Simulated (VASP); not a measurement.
# FeCo (Pm-3m) in VASP: single point with PBE

Aim: the single point of FeCo with PBE.

All numbers are computed with VASP 6.6.1; they aren't measurements. Logs are shortened: lines on timing, memory, paths and dates and some standing lists are left out, and cuts for length are marked.

### 1 The cell of the first run

It takes space group Pm-3m (No. 221, cubic). The conventional cell has a = 2.904 Å, b = 2.904 Å, c = 2.904 Å, α = 90.00°, β = 90.00°, γ = 90.00°. Fe (site symmetry m-3m) has 8 Co at 2.51 Å and 6 Fe at 2.90 Å within 3.3 Å. Co (site symmetry m-3m) has 8 Fe at 2.51 Å and 6 Co at 2.90 Å within 3.3 Å.

### 2 Single point, PBE, collinear spin, ferromagnetic start (12.24 Å³/atom)

Contents of INCAR:

```
  PREC = Accurate
  ENCUT = 600
  EDIFF = 1E-6
  ISMEAR = -1
  SIGMA = 0.05
  LREAL = F
  LASPH = T
  NELM = 200
  ALGO = Normal
  ISIF = 2
  LWAVE = F
  LCHARG = F
  ISPIN = 2
  MAGMOM = 3 2
  LORBIT = 11
  LMAXMIX = 4
  GGA = PE
  NBANDS = 20
  GGA_COMPAT = F
```

Contents of KPOINTS:

```
Automatic mesh
0
Gamma
  11 11 11
```

Contents of POSCAR:

```
FeCo
1.0
    2.9038443914      0.0000000000      0.0000000000
    0.0000000000      2.9038443914      0.0000000000
    0.0000000000      0.0000000000      2.9038443914
Fe Co
1 1
Direct
    0.5000000000      0.5000000000      0.5000000000
    0.0000000000      0.0000000000      0.0000000000
```

Potentials or basis: VASP PAW PBE potentials, release 64 (Fe, Co).

Launch:

```console
cat potpaw_PBE.64/Fe/POTCAR potpaw_PBE.64/Co/POTCAR > POTCAR
mpirun -np 1 vasp_std > vasp.out
```

OUTCAR:

```text
PREC = Accurate
   ENCUT = 600
   EDIFF = 1E-6
   ISMEAR = -1
   LREAL = F
   LASPH = T
   NELM = 200
   ISIF = 2
   ISPIN = 2
   LORBIT = 11
   GGA = PE

 ion  position               nearest neighbor table
   1  0.500  0.500  0.500-   2 2.51   2 2.51   2 2.51   2 2.51   2 2.51   2 2.51   2 2.51   2 2.51

   2  0.000  0.000  0.000-   1 2.51   1 2.51   1 2.51   1 2.51   1 2.51   1 2.51   1 2.51   1 2.51

  LATTYP: Found a simple cubic cell.
 ALAT       =     2.9038443914

  Lattice vectors:

 A1 = (   2.9038443914,   0.0000000000,   0.0000000000)
 A2 = (   0.0000000000,   2.9038443914,   0.0000000000)
 A3 = (   0.0000000000,   0.0000000000,   2.9038443914)

Analysis of symmetry for initial positions (statically):
=====================================================================
 Subroutine PRICEL returns:
 Original cell was already a primitive cell.

 Routine SETGRP: Setting up the symmetry group for a
 simple cubic supercell.

 Subroutine GETGRP returns: Found 48 space group operations
 (whereof 48 operations were pure point group operations)
 out of a pool of 48 trial point group operations.

The static configuration has the point symmetry O_h .

Analysis of symmetry for dynamics (positions and initial velocities):
=====================================================================
 Subroutine PRICEL returns:
 Original cell was already a primitive cell.

 Routine SETGRP: Setting up the symmetry group for a
 simple cubic supercell.

 Subroutine GETGRP returns: Found 48 space group operations
 (whereof 48 operations were pure point group operations)
 out of a pool of 48 trial point group operations.

The dynamic configuration has the point symmetry O_h .

Analysis of structural, dynamic, and magnetic symmetry:
=====================================================================
 Subroutine PRICEL returns:
 Original cell was already a primitive cell.

 Routine SETGRP: Setting up the symmetry group for a
 simple cubic supercell.

 Subroutine GETGRP returns: Found 48 space group operations
 (whereof 48 operations were pure point group operations)
 out of a pool of 48 trial point group operations.

The overall configuration has the point symmetry O_h .

 Subroutine INISYM returns: Found 48 space group operations
 (whereof 48 operations are pure point group operations),
 and found     1 'primitive' translations

----------------------------------------------------------------------------------------

                                     Primitive cell

  volume of cell :      24.4861

  direct lattice vectors                    reciprocal lattice vectors
     2.903844391  0.000000000  0.000000000     0.344371070  0.000000000  0.000000000
     0.000000000  2.903844391  0.000000000     0.000000000  0.344371070  0.000000000
     0.000000000  0.000000000  2.903844391     0.000000000  0.000000000  0.344371070

  length of vectors
     2.903844391  2.903844391  2.903844391     0.344371070  0.344371070  0.344371070

  position of ions in fractional coordinates (direct lattice)
     0.500000000  0.500000000  0.500000000
     0.000000000  0.000000000  0.000000000

  ion indices of the primitive-cell ions
   primitive index   ion index
                 1           1
                 2           2

----------------------------------------------------------------------------------------

 KPOINTS: Automatic mesh

Automatic generation of k-mesh.
 Grid dimensions read from file:
 generate k-points for:   11   11   11

 Generating k-lattice:

  Cartesian coordinates                     Fractional coordinates (reciprocal lattice)
     0.031306461  0.000000000  0.000000000     0.090909091  0.000000000  0.000000000
     0.000000000  0.031306461  0.000000000     0.000000000  0.090909091  0.000000000
     0.000000000  0.000000000  0.031306461     0.000000000  0.000000000  0.090909091

  Length of vectors
     0.031306461  0.031306461  0.031306461

  Shift w.r.t. Gamma in fractional coordinates (k-lattice)
     0.000000000  0.000000000  0.000000000

 Subroutine IBZKPT returns following result:
 ===========================================

 Found     56 irreducible k-points:

 Following reciprocal coordinates:
            Coordinates               Weight
  0.000000  0.000000  0.000000      1.000000
  0.090909  0.000000  0.000000      6.000000
  0.181818  0.000000  0.000000      6.000000
  0.272727  0.000000  0.000000      6.000000
  0.363636  0.000000  0.000000      6.000000
  0.454545  0.000000  0.000000      6.000000
[... 16 lines left out ...]
  0.181818  0.090909  0.090909     24.000000
  0.272727  0.090909  0.090909     24.000000
 [... further k-points ...]
   k-points           NKPTS =     56   k-points in BZ     NKDIM =     56   number of bands    NBANDS=     20
   number of dos      NEDOS =    301   number of ions     NIONS =      2
   total plane-waves  NPLWV =  13824
   dimension x,y,z NGX =    24 NGY =   24 NGZ =   24
   dimension x,y,z NGXF=    48 NGYF=   48 NGZF=   48
   ions per type =               1   1
   NGX,Y,Z   is equivalent  to a cutoff of  13.74, 13.74, 13.74 a.u.
   NGXF,Y,Z  is equivalent  to a cutoff of  27.48, 27.48, 27.48 a.u.
 SYSTEM =  unknown system
   PREC   = accura    normal or accurate (medium, high low for compatibility)
   ISTART =      0    job   : 0-new  1-cont  2-samecut
   ICHARG =      2    charge: 1-file 2-atom 10-const
   ISPIN  =      2    spin polarized calculation?
   LNONCOLLINEAR =      F non collinear calculations
   LSORBIT =      F    spin-orbit coupling
   LASPH  =      T    aspherical Exc in radial PAW
   ENCUT  =  600.0 eV  44.10 Ry    6.64 a.u.   5.80  5.80  5.80*2*pi/ulx,y,z
   NELM   =    200;   NELMIN=  2; NELMDL= -5     # of ELM steps
   EDIFF  = 0.1E-05   stopping-criterion for ELM
   LREAL  =      F    real-space projection
   EDIFFG = 0.1E-04   stopping-criterion for IOM
   NSW    =      0    number of steps for IOM
   IBRION =     -1    ionic relax: 0-MD 1-quasi-New 2-CG
   NFREE  =      0    steps in history (QN), initial steepest desc. (CG)
   ISIF   =      2    stress and relaxation
   ISYM   =      2    0-nonsym 1-usesym 2-fastsym
   POTIM  = 0.5000    time-step for ionic-motion
   TEBEG  =    0.0;   TEEND  =   0.0 temperature during run
   PSTRESS=    0.0 pullay stress
   NELECT =      17.0000    total number of electrons
   NUPDOWN=      -1.0000    fix difference up-down
   EMIN   =  10.00;   EMAX   =-10.00  energy-range for DOS
   EFERMI =   0.00;   METHOD = LEGACY
   ISMEAR =    -1;   SIGMA  =   0.05  broadening in eV -4-tet -1-fermi 0-gaus
   EFERMI_NEDOS =   21; number of points for ismear=-14 and -15
   IALGO  =     38    algorithm
   IMIX   =      4    mixing-type and parameters
     AMIX     =   0.40;   BMIX     =  1.00
     AMIX_MAG =   1.60;   BMIX_MAG =  1.00
  volume/ion in A,a.u.               =      12.24        82.62
  Fermi-wavevector in a.u.,A,eV,Ry     =   1.449610  2.739365 28.590857  2.101369
  Thomas-Fermi vector in A             =   2.567317
   LORBIT       =     11    0 simple, 1 ext, 2 COOP (PROOUT), +10 PAW based schemes
   GGA     = PE    functional components
   LHFCALC =     F    Hartree Fock is set to
   AEXX    =    0.0000 exact exchange contribution
   IVDW    =     0    specifies the selected vdW correction
   LEPSILON=     F    determine dielectric tensor
   LRPA    =     F    only Hartree local field effects (RPA)
 spin polarized calculation
  energy-cutoff  :      600.00
  volume of cell :       24.49
 maximum number of plane-waves:       840
 NGX is ok and might be reduce to    24
   NGX = 11   NGY = 11   NGZ = 11

 number of electron      16.9999999 magnetization       4.5856027

 Free energy of the ion-electron system (eV)
  ---------------------------------------------------
  ext. energy  EPLUGINS =         0.00000000
  ---------------------------------------------------
  free energy    TOTEN  =       -15.35290720 eV

  energy without entropy =      -15.34121327  energy(sigma->0) =      -15.34706024

 E-fermi :   7.4095     XC(G=0): -12.7014

 val. band max:        7.3848097252   @ k =   0.4545   0.1818   0.0909
 cond. band min:       7.4278618008   @ k =   0.3636   0.0000   0.0000
 fundamental gap:      0.0430520756
 Fermi energy:         7.4095151367

 spin component 1

 k-point     1 :       0.0000    0.0000    0.0000
  band No.  band energies     occupation
      1      -1.2688      1.00000
      2       2.2770      1.00000
      3       2.2770      1.00000
      4       4.3630      1.00000
      5       4.3630      1.00000
      6       4.3630      1.00000
[... 12 lines left out ...]
     19      31.2629      0.00000
     20      31.2629      0.00000

 k-point     2 :       0.0909    0.0000    0.0000
  band No.  band energies     occupation
      1      -1.1087      1.00000
      2       2.3384      1.00000
      3       2.3391      1.00000
      4       4.3624      1.00000
      5       4.3624      1.00000
      6       4.4018      1.00000
[... 12 lines left out ...]
     19      30.9951      0.00000
     20      30.9951      0.00000

 k-point     3 :       0.1818    0.0000    0.0000
  band No.  band energies     occupation
      1      -0.6388      1.00000
      2       2.5032      1.00000
      3       2.5181      1.00000
      4       4.3672      1.00000
      5       4.3672      1.00000
      6       4.5153      1.00000
[... 12 lines left out ...]
     19      29.8134      0.00000
     20      29.8134      0.00000

 k-point     4 :       0.2727    0.0000    0.0000
  band No.  band energies     occupation
      1       0.1041      1.00000
      2       2.7006      1.00000
      3       2.8023      1.00000
      4       4.3949      1.00000
      5       4.3949      1.00000
      6       4.6943      1.00000
[... 429 lines left out ...]
 k-point    23 :       0.1818    0.0909    0.0909
  band No.  band energies     occupation
      1      -0.3371      1.00000
      2       2.6219      1.00000
      3       2.6288      1.00000
      4       4.1980      1.00000
      5       4.2494      1.00000
      6       4.8125      1.00000
[... 12 lines left out ...]
     19      28.4973      0.00000
     20      31.0968      0.00000

 k-point    24 :       0.2727    0.0909    0.0909
  band No.  band energies     occupation
      1       0.3785      1.00000
      2       2.8264      1.00000
      3       2.8761      1.00000
      4       4.1773      1.00000
      5       4.2005      1.00000
      6       4.9317      1.00000
[... 12 lines left out ...]
     19      30.0462      0.00000
     20      30.6636      0.00000

 [... further k-points ...]

 spin component 2

 k-point     1 :       0.0000    0.0000    0.0000
  band No.  band energies     occupation
      1      -1.1420      1.00000
      2       4.2255      1.00000
      3       4.2255      1.00000
      4       6.3250      1.00000
      5       6.3250      1.00000
      6       6.3250      1.00000
[... 12 lines left out ...]
     19      30.9806      0.00000
     20      30.9806      0.00000

 k-point     2 :       0.0909    0.0000    0.0000
  band No.  band energies     occupation
      1      -0.9814      1.00000
      2       4.2702      1.00000
      3       4.3008      1.00000
      4       6.3163      1.00000
      5       6.3163      1.00000
      6       6.3649      1.00000
[... 12 lines left out ...]
     19      30.8149      0.00000
     20      30.8149      0.00000

 k-point     3 :       0.1818    0.0000    0.0000
  band No.  band energies     occupation
      1      -0.5076      1.00000
      2       4.3659      1.00000
      3       4.5215      1.00000
      4       6.2982      1.00000
      5       6.2982      1.00000
      6       6.4801      1.00000
[... 12 lines left out ...]
     19      29.9754      0.00000
     20      29.9755      0.00000

 k-point     4 :       0.2727    0.0000    0.0000
  band No.  band energies     occupation
      1       0.2519      1.00000
      2       4.3893      1.00000
      3       4.8721      1.00000
      4       6.2895      1.00000
      5       6.2895      1.00000
      6       6.6551      1.00000
[... 429 lines left out ...]
 k-point    23 :       0.1818    0.0909    0.0909
  band No.  band energies     occupation
      1      -0.2010      1.00000
      2       4.5094      1.00000
      3       4.5993      1.00000
      4       6.1236      1.00000
      5       6.1782      1.00000
      6       6.6892      1.00000
[... 12 lines left out ...]
     19      29.4290      0.00000
     20      31.2667      0.00000

 k-point    24 :       0.2727    0.0909    0.0909
  band No.  band energies     occupation
      1       0.5394      1.00000
      2       4.5364      1.00000
      3       4.9050      1.00000
      4       6.0713      1.00000
      5       6.1209      1.00000
      6       6.7031      1.00000
[... 12 lines left out ...]
     19      30.1779      0.00000
     20      31.2270      0.00000

 [... further k-points ...]
[... 5 lines left out ...]
  --------------------------------------------------------------------------------------
  -------------------------------------------------------------------------------------
  Total       -1.6209881     -1.6209881     -1.6209881     -0.0000000     -0.0000000     -0.0000000
  in kB     -106.0645821   -106.0645821   -106.0645821     -0.0000000     -0.0000000     -0.0000000
  external PRESSURE =    -106.0645821 kB  Pullay stress =       0.0000000 kB

 VOLUME and BASIS-vectors are now :
 -----------------------------------------------------------------------------
  energy-cutoff  :      600.00
  volume of cell :       24.49
      direct lattice vectors                 reciprocal lattice vectors
     2.903844391  0.000000000  0.000000000     0.344371070  0.000000000  0.000000000
     0.000000000  2.903844391  0.000000000     0.000000000  0.344371070  0.000000000
     0.000000000  0.000000000  2.903844391     0.000000000  0.000000000  0.344371070

 POSITION                                       TOTAL-FORCE (eV/Angst)
 -----------------------------------------------------------------------------------
      1.45192      1.45192      1.45192         0.000000      0.000000      0.000000
      0.00000      0.00000      0.00000         0.000000      0.000000      0.000000
 -----------------------------------------------------------------------------------
    total drift:                                0.000000      0.000000     -0.000000

  FREE ENERGIE OF THE ION-ELECTRON SYSTEM (eV)
  ---------------------------------------------------
  free  energy   TOTEN  =       -15.3529072012 eV

  energy  without entropy=      -15.3412132725  energy(sigma->0) =      -15.34706024

 total charge

# of ion       s       p       d       tot
------------------------------------------
    1        0.450   0.477   6.106   7.034
    2        0.459   0.461   7.211   8.131
--------------------------------------------------
tot          0.910   0.938  13.317  15.165

 magnetization (x)

# of ion       s       p       d       tot
------------------------------------------
    1        0.003  -0.044   2.888   2.847
    2       -0.011  -0.055   1.849   1.783
--------------------------------------------------
tot         -0.008  -0.099   4.737   4.629
```

It took 42 s on 1 thread of AMD EPYC 7R13 (Zen 3), shared host; peak memory 0.16 GiB.

Results:

```yaml
Free_energy: -15.3529 eV
Pressure: -10.6 GPa
Net_moment: 4.59 μB per cell
Site_moments: Fe +2.85; Co +1.78 μB
Valence_electrons_inside_the_program's_atomic_spheres: Fe 7.03; Co 8.13
```

Levels at points of the mesh, in eV from the Fermi level:
Spin up:
```csv
k point,band 8,band 9,band 10,band 11,band 12,band 13,band 14,band 15
"(0.00, 0.00, 0.00)",-2.08,-1.05,-1.05,-1.05,8.66,8.66,8.66,14.03
```
Spin down:
```tsv
k point	band 2	band 3	band 4	band 5	band 6	band 7	band 8	band 9	band 10	band 11
(0.00, 0.00, 0.00)	-3.18	-3.18	-1.08	-1.08	-1.08	0.78	0.78	1.39	1.39	1.39
```

Caveat: the cell stands under tension.
